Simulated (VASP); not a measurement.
# Hg3Pt (I4/mmm) in VASP: notebook, part 2 of 2

VASP 6.6.1. Earlier steps stand in the parts before.

### 3 Single point, PBE

INCAR

```
SYSTEM = Hg3Pt
PREC = Accurate
ENCUT = 520
EDIFF = 1E-6
ISMEAR = 0
SIGMA = 0.1
LREAL = .FALSE.
LASPH = .TRUE.
NELM = 100
ALGO = Normal
ISIF = 2
LWAVE = .FALSE.
LCHARG = .FALSE.
GGA = PE
NBANDS = 31
ISYM = 0
```

KPOINTS

```
Automatic mesh
0
Gamma
  4 4 4
  0.5 0.69 0.01
```

POSCAR

```
Hg3Pt
1.0
   -2.1021830000      2.1021830000      4.6325320000
    2.1021830000     -2.1021830000      4.6325320000
    2.1021830000      2.1021830000     -4.6325320000
Hg Pt
3 1
Direct
    0.7500000000      0.2500000000      0.5000000000
    0.2500000000      0.7500000000      0.5000000000
    0.5000000000      0.5000000000      0.0000000000
    0.0000000000      0.0000000000      0.0000000000
```

Potentials or basis: VASP PAW PBE potentials, release 64 (Hg, Pt).

Run with:

```console
$ cat potpaw_PBE.64/Hg/POTCAR potpaw_PBE.64/Pt/POTCAR > POTCAR
$ mpirun -np 1 vasp_std > vasp.out
```

OUTCAR:

```text
SYSTEM = Hg3Pt
   PREC = Accurate
   ENCUT = 520
   EDIFF = 1E-6
   ISMEAR = 0
   LREAL = .FALSE.
   LASPH = .TRUE.
   NELM = 100
   ISIF = 2
   GGA = PE
   ISYM = 0

 ion  position               nearest neighbor table
   1  0.750  0.250  0.500-   2 2.97   2 2.97   2 2.97   2 2.97   4 3.13   3 3.13   4 3.13   4 3.13
                             3 3.13   3 3.13   4 3.13   3 3.13
   2  0.250  0.750  0.500-   1 2.97   1 2.97   1 2.97   1 2.97   4 3.13   3 3.13   4 3.13   3 3.13
                             4 3.13   4 3.13   3 3.13   3 3.13
   3  0.500  0.500  0.000-   4 2.97   4 2.97   4 2.97   4 2.97   2 3.13   1 3.13   2 3.13   1 3.13
                             2 3.13   2 3.13   1 3.13   1 3.13
   4  0.000  0.000  0.000-   3 2.97   3 2.97   3 2.97   3 2.97   2 3.13   1 3.13   2 3.13   2 3.13
                             1 3.13   1 3.13   2 3.13   1 3.13

IMPORTANT INFORMATION: All symmetrisations will be switched off!
NOSYMM: (Re-)initialisation of all symmetry stuff for point group C_1.

----------------------------------------------------------------------------------------

                                     Primitive cell

  volume of cell :      81.8878

  direct lattice vectors                    reciprocal lattice vectors
    -2.102183000  2.102183000  4.632532000     0.000000000  0.237847989  0.107932336
     2.102183000 -2.102183000  4.632532000     0.237847989  0.000000000  0.107932336
     2.102183000  2.102183000 -4.632532000     0.237847989  0.237847989  0.000000000

  length of vectors
     5.504425443  5.504425443  5.504425443     0.261191606  0.261191606  0.336367852

  position of ions in fractional coordinates (direct lattice)
     0.750000000  0.250000000  0.500000000
     0.250000000  0.750000000  0.500000000
     0.500000000  0.500000000  0.000000000
     0.000000000  0.000000000  0.000000000

  ion indices of the primitive-cell ions
   primitive index   ion index
                 1           1
                 2           2
                 3           3
                 4           4

----------------------------------------------------------------------------------------

 KPOINTS: Automatic mesh
[... 91 lines left out ...]
  Thomas-Fermi vector in A             =   2.478265
   LORBIT       =      0    0 simple, 1 ext, 2 COOP (PROOUT), +10 PAW based schemes
   GGA     = PE    functional components
   LHFCALC =     F    Hartree Fock is set to
   AEXX    =    0.0000 exact exchange contribution
   IVDW    =     0    specifies the selected vdW correction
   LEPSILON=     F    determine dielectric tensor
   LRPA    =     F    only Hartree local field effects (RPA)
 non-spin polarized calculation
 Gauss-broadening in eV      SIGMA  =   0.10
  energy-cutoff  :      520.00
  volume of cell :       81.89
 maximum number of plane-waves:      2219
 NGX is ok and might be reduce to    42
   NGX = 21   NGY = 21   NGZ = 21

 number of electron      45.9999999 magnetization

 Free energy of the ion-electron system (eV)
  ---------------------------------------------------
  ext. energy  EPLUGINS =         0.00000000
  ---------------------------------------------------
  free energy    TOTEN  =        -5.91118273 eV

  energy without entropy =       -5.90641458  energy(sigma->0) =       -5.90879865

 E-fermi :   4.6990     XC(G=0): -11.6834

 val. band max:        4.6820150712   @ k =   0.0500  -0.0025   0.3750
 cond. band min:       4.7085211043   @ k =   0.2475   0.3000   0.3275
 fundamental gap:      0.0265060331
 Fermi energy:         4.6990134842

 k-point     1 :       0.1250   -0.0775    0.0025
  band No.  band energies     occupation
      1      -4.8704      2.00000
      2      -3.7763      2.00000
      3      -3.5889      2.00000
      4      -3.4861      2.00000
      5      -3.0144      2.00000
      6      -2.8771      2.00000
[... 805 lines left out ...]
     30      13.2355      0.00000
     31      13.7567      0.00000

 [... further k-points ...]

------------------------ aborting loop because EDIFF is reached ----------------------------------------

  FORCE on cell =-STRESS in cart. coord.  units (eV):
  Direction    XX          YY          ZZ          XY          YZ          ZX
  --------------------------------------------------------------------------------------
  -------------------------------------------------------------------------------------
  Total       -0.1718465     -0.1718465     -0.5130163     -0.0000007     -0.0000014     -0.0000024
  in kB       -3.3622631     -3.3622643    -10.0374249     -0.0000133     -0.0000274     -0.0000462
  external PRESSURE =      -5.5873174 kB  Pullay stress =       0.0000000 kB

 VOLUME and BASIS-vectors are now :
 -----------------------------------------------------------------------------
  energy-cutoff  :      520.00
  volume of cell :       81.89
      direct lattice vectors                 reciprocal lattice vectors
    -2.102183000  2.102183000  4.632532000     0.000000000  0.237847989  0.107932336
     2.102183000 -2.102183000  4.632532000     0.237847989  0.000000000  0.107932336
     2.102183000  2.102183000 -4.632532000     0.237847989  0.237847989  0.000000000

 POSITION                                       TOTAL-FORCE (eV/Angst)
 -----------------------------------------------------------------------------------
      0.00000      2.10218      2.31627         0.000000     -0.000000      0.000000
      2.10218      0.00000      2.31627         0.000000     -0.000000      0.000000
      0.00000      0.00000      4.63253         0.000000     -0.000000      0.000000
      0.00000      0.00000      0.00000        -0.000000      0.000000     -0.000000
 -----------------------------------------------------------------------------------
    total drift:                               -0.000000      0.000000     -0.000000

  FREE ENERGIE OF THE ION-ELECTRON SYSTEM (eV)
  ---------------------------------------------------
  free  energy   TOTEN  =        -5.9111827298 eV

  energy  without entropy=       -5.9064145775  energy(sigma->0) =       -5.90879865
```

stdout:

```text
POSCAR found type information on POSCAR HgPt
 POSCAR found :  2 types and       4 ions
 scaLAPACK will be used
 LDA part: xc-table for (Slater+PW92), standard interpolation
 POSCAR, INCAR and KPOINTS ok, starting setup
 FFT: planning ... GRIDC
 FFT: planning ... GRID_SOFT
 FFT: planning ... GRID
 WAVECAR not read
 entering main loop
```

Run time: 23 min. Hardware: 1 thread of Intel Xeon Platinum 8259CL at 2.50GHz (Skylake/Cascade Lake), shared host; peak memory 1.1 GiB.

Results:

```yaml
Free_energy: -5.9112 eV
Pressure: -0.6 GPa
Band_gap_on_the_k_mesh: zero (bands 23 and 24 overlap by 1.38 eV)
```

Stress tensor (GPa, compression positive):
```
-0.34  0.00  0.00
 0.00 -0.34  0.00
 0.00  0.00 -1.00
```

Levels at points of the mesh, in eV from the Fermi level:
```tsv
k point	band 19	band 20	band 21	band 22	band 23	band 24	band 25	band 26	band 27	band 28
(0.12, -0.08, 0.00)	-2.40	-2.36	-1.74	-0.29	0.87	1.18	2.08	2.96	3.54	5.11
```

Caveat: the k points lie up to 0.41 Å⁻¹ apart, too coarse for converged energies and pressures of a metal; spin-orbit coupling is left out, which moves the levels of the heavy elements.

The gap in the log of VASP goes by the Fermi energy; the results here count the filled bands.